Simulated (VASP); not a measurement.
**InP: single point with r2SCAN**

The system is InP.

```
In P
1.0
     0.00000    3.07194    3.07194
     3.07194    0.00000    3.07194
     3.07194    3.07194    0.00000
In P
1 1
Cartesian
  0.0000 0.0000 0.0000
  1.5360 1.5360 1.5360
```

This cell differs from its parent crystal: strain +4.0%.

* Program: VASP 6.6.1
* Task: single point
* Functional: r2SCAN
* Potentials or basis: VASP PAW PBE potentials, release 64 (In_d, P)
* Cutoff: 520 eV
* k mesh: 8 × 8 × 8
* Occupations: fermi-dirac, width 0.02 eV
* Spin: non-collinear spin, zero start, spin-orbit coupling
* Starting moments: [[0.0, 0.0, 0.0], [0.0, 0.0, 0.0]] μB
* Dipole correction: no
* Further INCAR settings: ALGO = Normal; EDIFF = 1e-06; NBANDS = 30

| Item | Value |
| --- | --- |
| Pressure | -6.2 GPa |
| Net moment | 0.00 μB per cell |
| Valence electrons inside the program's atomic spheres | In 11.37; P 2.46 |

Moments on the atoms (μB; x, y, z):
```
In  0.00 0.00 0.00
P   0.00 0.00 0.00
```

Wall time 12 min on 1 thread of Intel Xeon 8259CL, on a shared host, peak memory 0.43 GiB.

Caveat: the cell differs from its parent crystal (strain +4.0%); the cell stands under tension; the PAW data sets were made with another functional, which shifts forces and pressure a little.
